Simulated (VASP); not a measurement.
# CoH (I4mm) in VASP: further runs

CoH is run at these levels: r2SCAN; tasks: electric field gradients.

Program: VASP 6.6.1. These are calculated values, not measurements. Logs are shortened: lines on timing, memory, paths and dates and some standing lists are left out, and cuts for length are marked.

## (1) The cell of the first run

The structure is tetragonal, space group I4mm (No. 107). The conventional cell has a = 2.606 Å, b = 2.606 Å, c = 3.686 Å, α = 90.00°, β = 90.00°, γ = 90.00°. Co (site symmetry 4mm) has 1 H at 1.38 Å within 1.8 Å. Within 1.8 Å of H (site symmetry 4mm) lie 1 Co at 1.38 Å.

## (2) Electric field gradients, r2SCAN, collinear spin, ferromagnetic start (shortest bond scaled by 0.75)

Input file POSCAR:

```
CoH
1.0
    0.0000000000      1.8429617100      1.8429617100
    1.8429617100      0.0000000000      1.8429617100
    1.8429617100      1.8429617100      0.0000000000
Co H
1 1
Direct
   -0.0625000000     -0.0625000000      0.0625000000
    0.5625000000      0.5625000000      0.4375000000
```

Input file INCAR.step1:

```
PREC     = Accurate       # precision mode
ENCUT    = 560            # plane-wave cutoff, eV
ISMEAR   = -1             # smearing method
SIGMA    = 0.05           # smearing width, eV
LREAL    = False          # projectors in reciprocal space
LASPH    = True           # aspherical terms in the spheres
NELM     = 200            # most SCF steps
ISPIN    = 2              # spin polarisation
MAGMOM   = 2 0            # initial moments
LMAXMIX  = 4              # l up to which the mixer works
NBANDS   = 20             # bands
GGA      = PE             # functional
ALGO     = Normal         # electronic algorithm
EDIFF    = 1E-5           # SCF threshold, eV
LWAVE    = True           # write WAVECAR
LCHARG   = False          # write CHGCAR
GGA_COMPAT= False
```

Input file INCAR.step2:

```
PREC     = Accurate       # precision mode
ENCUT    = 560            # plane-wave cutoff, eV
EDIFF    = 1E-8           # SCF threshold, eV
ISMEAR   = -1             # smearing method
SIGMA    = 0.05           # smearing width, eV
LREAL    = False          # projectors in reciprocal space
LASPH    = True           # aspherical terms in the spheres
NELM     = 200            # most SCF steps
ALGO     = Normal         # electronic algorithm
ISIF     = 2              # what is computed and relaxed
LWAVE    = False          # write WAVECAR
LCHARG   = False          # write CHGCAR
ISPIN    = 2              # spin polarisation
MAGMOM   = 2 0            # initial moments
LORBIT   = 11             # projections on sites
LMAXMIX  = 4              # l up to which the mixer works
METAGGA  = R2SCAN         # meta-GGA
LMIXTAU  = True         
LEFG     = True         
NBANDS   = 20             # bands
ISTART   = 1            
GGA_COMPAT= False
```

Input file KPOINTS:

```
regular mesh
0
Gamma
  13 13 13
```

Potentials or basis: VASP PAW PBE potentials, release 64 (Co_sv, H).

Command:

```sh
cat potpaw_PBE.64/Co_sv/POTCAR potpaw_PBE.64/H/POTCAR > POTCAR
cp INCAR.step1 INCAR
mpirun -np 1 vasp_std > vasp.out
cp INCAR.step2 INCAR
mpirun -np 1 vasp_std > vasp.out
```

OUTCAR:

```text
PREC = Accurate
   ENCUT = 560
   EDIFF = 1E-8
   ISMEAR = -1
   LREAL = False
   LASPH = True
   NELM = 200
   ISIF = 2
   ISPIN = 2
   LORBIT = 11
   METAGGA = R2SCAN
   ISTART = 1

 ion  position               nearest neighbor table
   1  0.938  0.938  0.062-   2 1.38
   2  0.562  0.562  0.438-   1 1.38

  LATTYP: Found a face centered cubic cell.
 ALAT       =     3.6859234200

  Lattice vectors:

 A1 = (   0.0000000000,   1.8429617100,   1.8429617100)
 A2 = (   1.8429617100,   0.0000000000,   1.8429617100)
 A3 = (   1.8429617100,   1.8429617100,   0.0000000000)

Analysis of symmetry for initial positions (statically):
=====================================================================
 Subroutine PRICEL returns:
 Original cell was already a primitive cell.

 Routine SETGRP: Setting up the symmetry group for a
 face centered cubic supercell.

 Subroutine GETGRP returns: Found  8 space group operations
 (whereof  8 operations were pure point group operations)
 out of a pool of 48 trial point group operations.

The static configuration has the point symmetry C_4v.

Analysis of symmetry for dynamics (positions and initial velocities):
=====================================================================
 Subroutine PRICEL returns:
 Original cell was already a primitive cell.

 Routine SETGRP: Setting up the symmetry group for a
 face centered cubic supercell.

 Subroutine GETGRP returns: Found  8 space group operations
 (whereof  8 operations were pure point group operations)
 out of a pool of 48 trial point group operations.

The dynamic configuration has the point symmetry C_4v.

Analysis of structural, dynamic, and magnetic symmetry:
=====================================================================
 Subroutine PRICEL returns:
 Original cell was already a primitive cell.

 Routine SETGRP: Setting up the symmetry group for a
 face centered cubic supercell.

 Subroutine GETGRP returns: Found  8 space group operations
 (whereof  8 operations were pure point group operations)
 out of a pool of 48 trial point group operations.

The overall configuration has the point symmetry C_4v.

 Subroutine INISYM returns: Found  8 space group operations
 (whereof  8 operations are pure point group operations),
 and found     1 'primitive' translations

----------------------------------------------------------------------------------------

                                     Primitive cell

  volume of cell :      12.5193

  direct lattice vectors                    reciprocal lattice vectors
     0.000000000  1.842961710  1.842961710    -0.271302435  0.271302435  0.271302435
     1.842961710  0.000000000  1.842961710     0.271302435 -0.271302435  0.271302435
     1.842961710  1.842961710  0.000000000     0.271302435  0.271302435 -0.271302435

  length of vectors
     2.606341445  2.606341445  2.606341445     0.469909602  0.469909602  0.469909602

  position of ions in fractional coordinates (direct lattice)
     0.937500000  0.937500000  0.062500000
     0.562500000  0.562500000  0.437500000

  ion indices of the primitive-cell ions
   primitive index   ion index
                 1           1
                 2           2

----------------------------------------------------------------------------------------

 KPOINTS: regular mesh

Automatic generation of k-mesh.
 Grid dimensions read from file:
 generate k-points for:   13   13   13

 Generating k-lattice:

  Cartesian coordinates                     Fractional coordinates (reciprocal lattice)
    -0.020869418  0.020869418  0.020869418     0.076923077  0.000000000  0.000000000
     0.020869418 -0.020869418  0.020869418     0.000000000  0.076923077  0.000000000
     0.020869418  0.020869418 -0.020869418     0.000000000  0.000000000  0.076923077

  Length of vectors
     0.036146892  0.036146892  0.036146892

  Shift w.r.t. Gamma in fractional coordinates (k-lattice)
     0.000000000  0.000000000  0.000000000

 Subroutine IBZKPT returns following result:
 ===========================================

 Found    196 irreducible k-points:

 Following reciprocal coordinates:
            Coordinates               Weight
  0.000000  0.000000  0.000000      1.000000
  0.076923  0.000000  0.000000      8.000000
  0.153846  0.000000  0.000000      8.000000
  0.230769  0.000000  0.000000      8.000000
  0.307692  0.000000  0.000000      8.000000
  0.384615  0.000000  0.000000      8.000000
[... 16 lines left out ...]
  0.000000 -0.384615  0.076923     16.000000
 -0.307692  0.076923  0.000000      8.000000
 [... further k-points ...]
   k-points           NKPTS =    196   k-points in BZ     NKDIM =    196   number of bands    NBANDS=     20
   number of dos      NEDOS =    301   number of ions     NIONS =      2
   total plane-waves  NPLWV =   8000
   dimension x,y,z NGX =    20 NGY =   20 NGZ =   20
   dimension x,y,z NGXF=    40 NGYF=   40 NGZF=   40
   ions per type =               1   1
   NGX,Y,Z   is equivalent  to a cutoff of  12.76, 12.76, 12.76 a.u.
   NGXF,Y,Z  is equivalent  to a cutoff of  25.51, 25.51, 25.51 a.u.
 SYSTEM =  unknown system
   PREC   = accura    normal or accurate (medium, high low for compatibility)
   ISTART =      1    job   : 0-new  1-cont  2-samecut
   ICHARG =      0    charge: 1-file 2-atom 10-const
   ISPIN  =      2    spin polarized calculation?
   LNONCOLLINEAR =      F non collinear calculations
   LSORBIT =      F    spin-orbit coupling
   LASPH  =      T    aspherical Exc in radial PAW
   ENCUT  =  560.0 eV  41.16 Ry    6.42 a.u.   5.03  5.03  5.03*2*pi/ulx,y,z
   NELM   =    200;   NELMIN=  2; NELMDL=  0     # of ELM steps
   EDIFF  = 0.1E-07   stopping-criterion for ELM
   LREAL  =      F    real-space projection
   EDIFFG = 0.1E-06   stopping-criterion for IOM
   NSW    =      0    number of steps for IOM
   IBRION =     -1    ionic relax: 0-MD 1-quasi-New 2-CG
   NFREE  =      0    steps in history (QN), initial steepest desc. (CG)
   ISIF   =      2    stress and relaxation
   ISYM   =      2    0-nonsym 1-usesym 2-fastsym
   POTIM  = 0.5000    time-step for ionic-motion
   TEBEG  =    0.0;   TEEND  =   0.0 temperature during run
   PSTRESS=    0.0 pullay stress
   NELECT =      18.0000    total number of electrons
   NUPDOWN=      -1.0000    fix difference up-down
   EMIN   =  10.00;   EMAX   =-10.00  energy-range for DOS
   EFERMI =   0.00;   METHOD = LEGACY
   ISMEAR =    -1;   SIGMA  =   0.05  broadening in eV -4-tet -1-fermi 0-gaus
   EFERMI_NEDOS =   21; number of points for ismear=-14 and -15
   IALGO  =     38    algorithm
   IMIX   =      4    mixing-type and parameters
     AMIX     =   0.40;   BMIX     =  1.00
     AMIX_MAG =   1.60;   BMIX_MAG =  1.00
  volume/ion in A,a.u.               =       6.26        42.24
  Fermi-wavevector in a.u.,A,eV,Ry     =   1.847734  3.491710 46.451915  3.414119
  Thomas-Fermi vector in A             =   2.898502
   LORBIT       =     11    0 simple, 1 ext, 2 COOP (PROOUT), +10 PAW based schemes
   METAGGA = R2SCAN    functional components
   LHFCALC =     F    Hartree Fock is set to
   AEXX    =    0.0000 exact exchange contribution
   IVDW    =     0    specifies the selected vdW correction
   LEPSILON=     F    determine dielectric tensor
   LRPA    =     F    only Hartree local field effects (RPA)
 spin polarized calculation
  energy-cutoff  :      560.00
  volume of cell :       12.52
 maximum number of plane-waves:       386
   NGX =  9   NGY =  9   NGZ =  9

 number of electron      17.9999959 magnetization       1.3644039

 Free energy of the ion-electron system (eV)
  ---------------------------------------------------
  ext. energy  EPLUGINS =         0.00000000
  ---------------------------------------------------
  free energy    TOTEN  =       -16.15181899 eV

  energy without entropy =      -16.14471276  energy(sigma->0) =      -16.14826588

 E-fermi :  11.6522     XC(G=0): -14.9597

 val. band max:       11.6476419058   @ k =   0.0769   0.3077   0.1538
 cond. band min:      11.6665573397   @ k =   0.0000  -0.2308   0.0769
 fundamental gap:      0.0189154339
 Fermi energy:        11.6521576258

 spin component 1

 k-point     1 :       0.0000    0.0000    0.0000
  band No.  band energies     occupation
      1     -88.3562      1.00000
      2     -50.1907      1.00000
      3     -50.0845      1.00000
      4     -50.0845      1.00000
      5      -1.3472      1.00000
      6       8.1113      1.00000
[... 541 lines left out ...]
     19      47.1683      0.00000
     20      51.8167      0.00000

 [... further k-points ...]

 spin component 2

 k-point     1 :       0.0000    0.0000    0.0000
  band No.  band energies     occupation
      1     -86.0008      1.00000
      2     -47.9729      1.00000
      3     -47.7076      1.00000
      4     -47.7076      1.00000
      5      -1.6359      1.00000
      6      10.3692      1.00000
[... 541 lines left out ...]
     19      47.7676      0.00000
     20      52.3332      0.00000

 [... further k-points ...]

------------------------ aborting loop because EDIFF is reached ----------------------------------------

  FORCE on cell =-STRESS in cart. coord.  units (eV):
  Direction    XX          YY          ZZ          XY          YZ          ZX
  --------------------------------------------------------------------------------------
  -------------------------------------------------------------------------------------
  Total       -0.4654989     -0.4654989      3.4779528      0.0000000      0.0000000     -0.0000000
  in kB      -59.5731192    -59.5731192    445.0976772      0.0000000      0.0000000     -0.0000000
  external PRESSURE =     108.6504796 kB  Pullay stress =       0.0000000 kB

 VOLUME and BASIS-vectors are now :
 -----------------------------------------------------------------------------
  energy-cutoff  :      560.00
  volume of cell :       12.52
      direct lattice vectors                 reciprocal lattice vectors
     0.000000000  1.842961710  1.842961710    -0.271302435  0.271302435  0.271302435
     1.842961710  0.000000000  1.842961710     0.271302435 -0.271302435  0.271302435
     1.842961710  1.842961710  0.000000000     0.271302435  0.271302435 -0.271302435

 POSITION                                       TOTAL-FORCE (eV/Angst)
 -----------------------------------------------------------------------------------
      1.84296      1.84296      3.45555         0.000000      0.000000      3.117391
      1.84296      1.84296      2.07333         0.000000      0.000000     -3.117391
 -----------------------------------------------------------------------------------
    total drift:                               -0.000001     -0.000001      0.007251

  FREE ENERGIE OF THE ION-ELECTRON SYSTEM (eV)
  ---------------------------------------------------
  free  energy   TOTEN  =       -16.1518189930 eV

  energy  without entropy=      -16.1447127587  energy(sigma->0) =      -16.14826588

 Electric field gradients (V/A^2)
---------------------------------------------------------------------
 ion       V_xx      V_yy      V_zz      V_xy      V_xz      V_yz
---------------------------------------------------------------------
   1      16.138    16.138   -32.275    -0.007    -0.007    -0.007
   2      -7.710    -7.710    15.420    -0.001    -0.001    -0.001
---------------------------------------------------------------------

 Electric field gradients after diagonalization (V/A^2)
 (convention: |V_zz| > |V_xx| > |V_yy|)
----------------------------------------------------------------------
 ion       V_xx      V_yy      V_zz     asymmetry (V_yy - V_xx)/ V_zz
----------------------------------------------------------------------
   1      16.145    16.130   -32.275       0.000
   2      -7.711    -7.709    15.420       0.000
----------------------------------------------------------------------

           NMR quadrupolar parameters

 Cq : quadrupolar parameter    Cq=e*Q*V_zz/h
 eta: asymmetry parameters     (V_yy - V_xx)/ V_zz
 Q  : nuclear electric quadrupole moment in mb (millibarn)
----------------------------------------------------------------------
 ion       Cq(MHz)       eta       Q (mb)
----------------------------------------------------------------------
   1      -0.078       0.000       1.000
   2       0.037       0.000       1.000
----------------------------------------------------------------------

 total charge

# of ion       s       p       d       tot
------------------------------------------
    1        2.213   6.135   6.832  15.179
    2        0.573   0.060   0.000   0.633
--------------------------------------------------
tot          2.786   6.194   6.832  15.812

 magnetization (x)

# of ion       s       p       d       tot
------------------------------------------
    1       -0.004  -0.008   1.481   1.469
    2       -0.006  -0.006   0.000  -0.011
--------------------------------------------------
tot         -0.010  -0.014   1.481   1.458
```

Run time: 12 min. Hardware: 1 thread of AMD EPYC 7R43 (Zen 3), shared host; peak memory 0.16 GiB.

Results:

```
Free energy                                           : -16.1518 eV
Pressure                                              : 10.9 GPa
Largest force                                         : 3.117 eV/Å
Net moment                                            : 1.36 μB per cell
Site moments                                          : Co +1.47; H -0.01 μB
Largest electric field gradient by atom               : Co -32.3; H +15.4 V/Å²
Valence electrons inside the program's atomic spheres : Co 15.18; H 0.63
```

Forces on the atoms (eV/Å):
```
Co   0.000  0.000  3.117
H    0.000  0.000 -3.117
```

Electric field gradients, principal values (V/Å²):
```csv
atom,least,middle,greatest (by size)
1 Co,16.130,16.145,-32.275
2 H,-7.709,-7.711,15.420
```

Caveat: the cell differs from its parent crystal (shortest bond scaled by 0.75); the stress differs along the axes, from -6 to 45 GPa; without QUAD_EFG the Cq values of the log hold for a quadrupole moment of 1 mb, not for the nuclei; the PAW data sets were made with another functional, which shifts forces and pressure a little.

(Continued in part 2 of 2.)
